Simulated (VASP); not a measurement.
Input of a VASP 6.6.1 run:

File POSCAR:

```
Mg
1.0
    5.4693473743      0.0000000000      0.0000000000
   -2.7346736871      4.7365937683      0.0000000000
    0.0000000000      0.0000000000      5.1002486633
Mg
5
Direct
    0.0000000000      0.6704560663      0.0000000000
    0.6704560663      0.0000000000      0.0000000000
    0.3295439337      0.3295439337      0.0000000000
    0.6666666667      0.3333333333      0.5000000000
    0.3333333333      0.6666666667      0.5000000000
```

File INCAR.step1:

```
PREC     = Accurate       # precision mode
ENCUT    = 600            # plane-wave cutoff, eV
ISMEAR   = 0              # smearing method
SIGMA    = 0.1            # smearing width, eV
LREAL    = F              # projectors in reciprocal space
LASPH    = T              # aspherical terms in the spheres
NELM     = 100            # most SCF steps
GGA      = PE             # functional
ALGO     = Normal         # electronic algorithm
EDIFF    = 1E-4           # SCF threshold, eV
LWAVE    = T              # write WAVECAR
LCHARG   = F              # write CHGCAR
```

File INCAR.step2:

```
PREC     = Accurate       # precision mode
ENCUT    = 600            # plane-wave cutoff, eV
EDIFF    = 1E-6           # SCF threshold, eV
ISMEAR   = 0              # smearing method
SIGMA    = 0.1            # smearing width, eV
LREAL    = F              # projectors in reciprocal space
LASPH    = T              # aspherical terms in the spheres
NELM     = 100            # most SCF steps
ALGO     = Normal         # electronic algorithm
ISIF     = 3              # what is computed and relaxed
LWAVE    = F              # write WAVECAR
LCHARG   = F              # write CHGCAR
METAGGA  = R2SCAN         # meta-GGA
LMIXTAU  = T            
IBRION   = 2              # ionic algorithm
NSW      = 90             # ionic steps
EDIFFG   = -0.025         # ionic threshold
ISTART   = 1
```

Contents of KPOINTS:

```
Automatic mesh
0
Gamma
  6 6 6
```

Potentials or basis: VASP PAW PBE potentials, release 64 (Mg).

Launch:

```sh
$ cat potpaw_PBE.64/Mg/POTCAR > POTCAR
$ cp INCAR.step1 INCAR
$ mpirun -np 1 vasp_std > vasp.out
$ cp INCAR.step2 INCAR
$ mpirun -np 1 vasp_std > vasp.out
```

Task: Estimate the relaxed cell.

Result: a = 5.416 Å, b = 5.416 Å, c = 5.049 Å, α = 90.00°, β = 90.00°, γ = 120.00°.

Task: Estimate the space group after relaxing (to 0.05 Å).

Result: P-62m (No. 189).

Step by step:
```csv
step,energy change (eV),largest force (eV/Å),pressure (GPa),volume (Å³)
1,0.0000,0.0445,-0.87,132.13
2,-0.0099,0.0516,-0.25,129.42
3,-0.0109,0.0544,0.01,128.36
4,-0.0109,0.0545,0.03,128.29
5,-0.0113,0.0423,0.02,128.27
6,-0.0119,0.0042,0.01,128.23
```

Caveat: the PAW data sets were made with another functional, which shifts forces and pressure a little.
